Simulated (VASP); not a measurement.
# Ta (P6_3/mmc) in VASP: notebook

The runs below take Ta through single point, with BLYP.

Program: VASP 6.6.1. These are calculated values, not measurements. Logs are shortened: lines on timing, memory, paths and dates and some standing lists are left out, and cuts for length are marked.

## 1. The cell of the first run

Symmetry: P6_3/mmc, No. 194, hexagonal system. Conventional cell: a = 2.878 Å, b = 2.878 Å, c = 5.181 Å, α = 90.00°, β = 90.00°, γ = 120.00°. Ta (site symmetry -6m2) has 12 Ta at 2.88 to 3.08 Å within 3.8 Å.

## 2. Single point, BLYP (volume scaled by 0.96)

Contents of INCAR:

```
PREC = Accurate ; ENCUT = 500
EDIFF = 1E-6 ; ISMEAR = -1
SIGMA = 0.1 ; LREAL = False
LASPH = True ; NELM = 120
ALGO = Normal ; ISIF = 2
LWAVE = False ; LCHARG = False
GGA = B5 ; ALDAX = 1.0
AGGAX = 1.0 ; AGGAC = 1.0
ALDAC = 0.0 ; NBANDS = 20
GGA_COMPAT = False
```

Contents of KPOINTS:

```
regular mesh
0
Gamma
  14 14 7
```

Contents of POSCAR:

```
Ta
1.0
    2.8781690972      0.0000000000      0.0000000000
   -1.4390845486      2.4925675545      0.0000000000
    0.0000000000      0.0000000000      5.1813970059
Ta
2
Direct
    0.3333333333      0.6666666667      0.2500000000
    0.6666666667      0.3333333333      0.7500000000
```

Potentials or basis: VASP PAW PBE potentials, release 64 (Ta_sv_GW).

Run with:

```console
$ cat potpaw_PBE.64/Ta_sv_GW/POTCAR > POTCAR
$ mpirun -np 1 vasp_std > vasp.out
```

OUTCAR:

```text
PREC = Accurate
   ENCUT = 500
   EDIFF = 1E-6
   ISMEAR = -1
   LREAL = False
   LASPH = True
   NELM = 120
   ISIF = 2
   GGA = B5

 ion  position               nearest neighbor table
   1  0.333  0.667  0.250-   2 3.08   2 3.08   2 3.08   2 3.08   2 3.08   2 3.08
   2  0.667  0.333  0.750-   1 3.08   1 3.08   1 3.08   1 3.08   1 3.08   1 3.08

  LATTYP: Found a hexagonal cell.
 ALAT       =     2.8781690972
 C/A-ratio  =     1.8002406498

  Lattice vectors:

 A1 = (   2.8781690972,   0.0000000000,   0.0000000000)
 A2 = (  -1.4390845486,   2.4925675545,   0.0000000000)
 A3 = (   0.0000000000,   0.0000000000,   5.1813970059)

Analysis of symmetry for initial positions (statically):
=====================================================================
 Subroutine PRICEL returns:
 Original cell was already a primitive cell.

 Routine SETGRP: Setting up the symmetry group for a
 hexagonal supercell.

 Subroutine GETGRP returns: Found 24 space group operations
 (whereof 12 operations were pure point group operations)
 out of a pool of 24 trial point group operations.

The static configuration has the point symmetry D_3d.
 The point group associated with its full space group is D_6h.

Analysis of symmetry for dynamics (positions and initial velocities):
=====================================================================
 Subroutine PRICEL returns:
 Original cell was already a primitive cell.

 Routine SETGRP: Setting up the symmetry group for a
 hexagonal supercell.

 Subroutine GETGRP returns: Found 24 space group operations
 (whereof 12 operations were pure point group operations)
 out of a pool of 24 trial point group operations.

The dynamic configuration has the point symmetry D_3d.
 The point group associated with its full space group is D_6h.

 Subroutine INISYM returns: Found 24 space group operations
 (whereof 12 operations are pure point group operations),
 and found     1 'primitive' translations

----------------------------------------------------------------------------------------

                                     Primitive cell

  volume of cell :      37.1715

  direct lattice vectors                    reciprocal lattice vectors
     2.878169097  0.000000000  0.000000000     0.347443102  0.200596369  0.000000000
    -1.439084549  2.492567554  0.000000000     0.000000000  0.401192737  0.000000000
     0.000000000  0.000000000  5.181397006     0.000000000  0.000000000  0.192998143

  length of vectors
     2.878169097  2.878169097  5.181397006     0.401192737  0.401192737  0.192998143

  position of ions in fractional coordinates (direct lattice)
     0.333333333  0.666666667  0.250000000
     0.666666667  0.333333333  0.750000000

  ion indices of the primitive-cell ions
   primitive index   ion index
                 1           1
                 2           2

----------------------------------------------------------------------------------------

 KPOINTS: regular mesh

Automatic generation of k-mesh.
 Grid dimensions read from file:
 generate k-points for:   14   14    7

 Generating k-lattice:

  Cartesian coordinates                     Fractional coordinates (reciprocal lattice)
     0.024817364  0.014328312  0.000000000     0.071428571  0.000000000  0.000000000
     0.000000000  0.028656624  0.000000000     0.000000000  0.071428571  0.000000000
     0.000000000  0.000000000  0.027571163     0.000000000  0.000000000  0.142857143

  Length of vectors
     0.028656624  0.028656624  0.027571163

  Shift w.r.t. Gamma in fractional coordinates (k-lattice)
     0.000000000  0.000000000  0.000000000

 Subroutine IBZKPT returns following result:
 ===========================================

 Found     96 irreducible k-points:

 Following reciprocal coordinates:
            Coordinates               Weight
  0.000000  0.000000  0.000000      1.000000
  0.071429 -0.000000  0.000000      6.000000
  0.142857  0.000000  0.000000      6.000000
  0.214286 -0.000000  0.000000      6.000000
  0.285714 -0.000000  0.000000      6.000000
  0.357143  0.000000  0.000000      6.000000
[... 16 lines left out ...]
  0.285714  0.285714  0.000000      6.000000
  0.357143  0.285714  0.000000      6.000000
 [... further k-points ...]
   k-points           NKPTS =     96   k-points in BZ     NKDIM =     96   number of bands    NBANDS=     20
   number of dos      NEDOS =    301   number of ions     NIONS =      2
   total plane-waves  NPLWV =  23040
   dimension x,y,z NGX =    24 NGY =   24 NGZ =   40
   dimension x,y,z NGXF=    48 NGYF=   48 NGZF=   80
   ions per type =               2
   NGX,Y,Z   is equivalent  to a cutoff of  13.86, 13.86, 12.83 a.u.
   NGXF,Y,Z  is equivalent  to a cutoff of  27.73, 27.73, 25.67 a.u.
 SYSTEM =  unknown system
   PREC   = accura    normal or accurate (medium, high low for compatibility)
   ISTART =      0    job   : 0-new  1-cont  2-samecut
   ICHARG =      2    charge: 1-file 2-atom 10-const
   ISPIN  =      1    spin polarized calculation?
   LNONCOLLINEAR =      F non collinear calculations
   LSORBIT =      F    spin-orbit coupling
   LASPH  =      T    aspherical Exc in radial PAW
   ENCUT  =  500.0 eV  36.75 Ry    6.06 a.u.   5.25  5.25  9.45*2*pi/ulx,y,z
   NELM   =    120;   NELMIN=  2; NELMDL= -5     # of ELM steps
   EDIFF  = 0.1E-05   stopping-criterion for ELM
   LREAL  =      F    real-space projection
   EDIFFG = 0.1E-04   stopping-criterion for IOM
   NSW    =      0    number of steps for IOM
   IBRION =     -1    ionic relax: 0-MD 1-quasi-New 2-CG
   NFREE  =      0    steps in history (QN), initial steepest desc. (CG)
   ISIF   =      2    stress and relaxation
   ISYM   =      2    0-nonsym 1-usesym 2-fastsym
   POTIM  = 0.5000    time-step for ionic-motion
   TEBEG  =    0.0;   TEEND  =   0.0 temperature during run
   PSTRESS=    0.0 pullay stress
   NELECT =      26.0000    total number of electrons
   NUPDOWN=      -1.0000    fix difference up-down
   EMIN   =  10.00;   EMAX   =-10.00  energy-range for DOS
   EFERMI =   0.00;   METHOD = LEGACY
   ISMEAR =    -1;   SIGMA  =   0.10  broadening in eV -4-tet -1-fermi 0-gaus
   EFERMI_NEDOS =   21; number of points for ismear=-14 and -15
   IALGO  =     38    algorithm
   IMIX   =      4    mixing-type and parameters
     AMIX     =   0.40;   BMIX     =  1.00
     AMIX_MAG =   1.60;   BMIX_MAG =  1.00
  volume/ion in A,a.u.               =      18.59       125.42
  Fermi-wavevector in a.u.,A,eV,Ry     =   1.453213  2.746174 28.733160  2.111828
  Thomas-Fermi vector in A             =   2.570505
   LORBIT       =      0    0 simple, 1 ext, 2 COOP (PROOUT), +10 PAW based schemes
   GGA     = B5    functional components
   LHFCALC =     F    Hartree Fock is set to
   AEXX    =    0.0000 exact exchange contribution
   IVDW    =     0    specifies the selected vdW correction
   LEPSILON=     F    determine dielectric tensor
   LRPA    =     F    only Hartree local field effects (RPA)
 non-spin polarized calculation
  energy-cutoff  :      500.00
  volume of cell :       37.17
 maximum number of plane-waves:       960
 NGX is ok and might be reduce to    24
   NGX = 11   NGY = 11   NGZ = 19

 number of electron      26.0000002 magnetization

 Free energy of the ion-electron system (eV)
  ---------------------------------------------------
  ext. energy  EPLUGINS =         0.00000000
  ---------------------------------------------------
  free energy    TOTEN  =       -25.06752531 eV

  energy without entropy =      -24.98096191  energy(sigma->0) =      -25.02424361

 E-fermi :  11.0599     XC(G=0): -12.2295

 val. band max:       11.0522621736   @ k =   0.2857   0.0714   0.4286
 cond. band min:      11.0599704855   @ k =   0.2857   0.1429   0.4286
 fundamental gap:      0.0077083118
 Fermi energy:        11.0598731926

 k-point     1 :       0.0000    0.0000    0.0000
  band No.  band energies     occupation
      1     -56.2475      2.00000
      2     -56.1870      2.00000
      3     -23.4054      2.00000
      4     -22.5771      2.00000
      5     -22.4128      2.00000
      6     -22.4128      2.00000
[... 12 lines left out ...]
     19      16.1497      0.00000
     20      16.1497      0.00000

 k-point     2 :       0.0714   -0.0000    0.0000
  band No.  band energies     occupation
      1     -56.2421      2.00000
      2     -56.1830      2.00000
      3     -23.3882      2.00000
      4     -22.5784      2.00000
      5     -22.4706      2.00000
      6     -22.4282      2.00000
[... 12 lines left out ...]
     19      16.2257      0.00000
     20      16.5930      0.00000

 k-point     3 :       0.1429    0.0000    0.0000
  band No.  band energies     occupation
      1     -56.2270      2.00000
      2     -56.1718      2.00000
      3     -23.3391      2.00000
      4     -22.6301      2.00000
      5     -22.5834      2.00000
      6     -22.5518      2.00000
[... 12 lines left out ...]
     19      16.3692      0.00000
     20      17.5646      0.00000

 k-point     4 :       0.2143   -0.0000    0.0000
  band No.  band energies     occupation
      1     -56.2048      2.00000
      2     -56.1558      2.00000
      3     -23.2638      2.00000
      4     -22.8572      2.00000
      5     -22.7755      2.00000
      6     -22.5944      2.00000
[... 12 lines left out ...]
     19      16.4734      0.00000
     20      18.6977      0.00000

 k-point     5 :       0.2857   -0.0000    0.0000
  band No.  band energies     occupation
      1     -56.1795      2.00000
      2     -56.1387      2.00000
      3     -23.1721      2.00000
      4     -23.1045      2.00000
      5     -23.0137      2.00000
      6     -22.6144      2.00000
[... 12 lines left out ...]
     19      16.5113      0.00000
     20      18.9068      0.00000
[... 353 lines left out ...]
      6     -22.8801      2.00000
[... 12 lines left out ...]
     19      18.6674      0.00000
     20      20.5275      0.00000

 k-point    22 :       0.3571    0.2143    0.0000
  band No.  band energies     occupation
      1     -56.1207      2.00000
      2     -56.1082      2.00000
      3     -23.3717      2.00000
      4     -23.2702      2.00000
      5     -22.9555      2.00000
      6     -22.9017      2.00000
[... 12 lines left out ...]
     19      19.1441      0.00000
     20      19.4566      0.00000

 k-point    23 :       0.2857    0.2857    0.0000
  band No.  band energies     occupation
      1     -56.1189      2.00000
      2     -56.1079      2.00000
      3     -23.3040      2.00000
      4     -23.2298      2.00000
      5     -23.0145      2.00000
      6     -22.9177      2.00000
[... 12 lines left out ...]
     19      19.1274      0.00000
     20      19.1738      0.00000

 k-point    24 :       0.3571    0.2857    0.0000
  band No.  band energies     occupation
      1     -56.1129      2.00000
      2     -56.1080      2.00000
      3     -23.2839      2.00000
      4     -23.1811      2.00000
      5     -23.0998      2.00000
      6     -22.9859      2.00000
[... 12 lines left out ...]
     19      18.5533      0.00000
     20      18.7214      0.00000

 [... further k-points ...]

------------------------ aborting loop because EDIFF is reached ----------------------------------------

  FORCE on cell =-STRESS in cart. coord.  units (eV):
  Direction    XX          YY          ZZ          XY          YZ          ZX
  --------------------------------------------------------------------------------------
  -------------------------------------------------------------------------------------
  Total        1.8512789      1.8512789      1.5213777      0.0000000     -0.0000000      0.0000000
  in kB       79.7943832     79.7943832     65.5748809      0.0000000     -0.0000000      0.0000000
  external PRESSURE =      75.0545491 kB  Pullay stress =       0.0000000 kB

 VOLUME and BASIS-vectors are now :
 -----------------------------------------------------------------------------
  energy-cutoff  :      500.00
  volume of cell :       37.17
      direct lattice vectors                 reciprocal lattice vectors
     2.878169097  0.000000000  0.000000000     0.347443102  0.200596369  0.000000000
    -1.439084549  2.492567554  0.000000000     0.000000000  0.401192737  0.000000000
     0.000000000  0.000000000  5.181397006     0.000000000  0.000000000  0.192998143

 POSITION                                       TOTAL-FORCE (eV/Angst)
 -----------------------------------------------------------------------------------
     -0.00000      1.66171      1.29535         0.000000      0.000000      0.000000
      1.43908      0.83086      3.88605        -0.000000     -0.000000      0.000000
 -----------------------------------------------------------------------------------
    total drift:                               -0.000000      0.000000     -0.000000

  FREE ENERGIE OF THE ION-ELECTRON SYSTEM (eV)
  ---------------------------------------------------
  free  energy   TOTEN  =       -25.0675253120 eV

  energy  without entropy=      -24.9809619075  energy(sigma->0) =      -25.02424361
```

Run time: 1.7 min. Hardware: 1 thread of AMD EPYC 7R13 (Zen 3), shared host; peak memory 0.17 GiB.

What came out:

```yaml
Free_energy: -25.0675 eV
Pressure: 7.5 GPa
Band_gap_on_the_k_mesh: zero (band 13 reaches 12.39 eV, above the bottom of band 14 at 10.45 eV)
```

Stress tensor (GPa, compression positive):
```
7.98 0.00 0.00
0.00 7.98 0.00
0.00 0.00 6.56
```

Levels at points of the mesh, in eV from the Fermi level:
```
           k point  band 11  band 12  band 13  band 14  band 15  band 16
(0.00, 0.00, 0.00)    -0.75     0.15     0.56     0.56     1.09     1.09
(0.50, 0.00, 0.00)    -3.32    -0.41    -0.20     0.44     0.89     5.41
```

Caveat: the PAW data sets were made with another functional, which shifts forces and pressure a little; spin-orbit coupling is left out, which moves the levels of the heavy elements.

[end of part 1 of 2]
